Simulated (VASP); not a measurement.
Set up this calculation in VASP 6.6.1, as the native input.

| Item | Value |
| --- | --- |
| Task | single point |
| Functional | RPBE |
| Potentials or basis | VASP PAW PBE potentials, release 64 (Bi_d, Te) |
| Cutoff | 520 eV |
| k mesh | 7 × 7 × 7 |
| Occupations | fermi-dirac, width 0.05 eV |
| Spin | no spin polarisation |
| Dipole correction | no |
| Further INCAR settings | ALGO = Normal; EDIFF = 1e-06; NBANDS = 18 |

The structure of BiTe lies in POSCAR:

```
BiTe
1.0
    0.0000000000      3.2350000000      3.2350000000
    3.2350000000      0.0000000000      3.2350000000
    3.2350000000      3.2350000000      0.0000000000
Bi Te
1 1
Direct
    0.0000000000      0.0000000000      0.0000000000
    0.5000000000      0.5000000000      0.5000000000
```

The input as run:

INCAR

```
SYSTEM = BiTe
  PREC = Accurate
  ENCUT = 520
  EDIFF = 1E-6
  ISMEAR = -1
  SIGMA = 0.05
  LREAL = .False.
  LASPH = .True.
  NELM = 80
  ALGO = Normal
  ISIF = 2
  LWAVE = .False.
  LCHARG = .True.
  GGA = RP
  LELF = .True.
  LVHAR = .True.
  NBANDS = 18
```

KPOINTS

```
regular mesh
0
Gamma
  7 7 7
  0 0 0
```

Potentials or basis: VASP PAW PBE potentials, release 64 (Bi_d, Te).

Launch:

```console
$ cat potpaw_PBE.64/Bi_d/POTCAR potpaw_PBE.64/Te/POTCAR > POTCAR
$ mpirun -np 1 vasp_std > vasp.out
```

Results of the run:

The pressure is 2.2 GPa.

Caveat: the PAW data sets were made with another functional, which shifts forces and pressure a little.

Wall time 11 s on 1 thread of Intel(R) Xeon(R) 6975P-C (Granite Rapids) (shared host), peak memory 0.21 GiB.
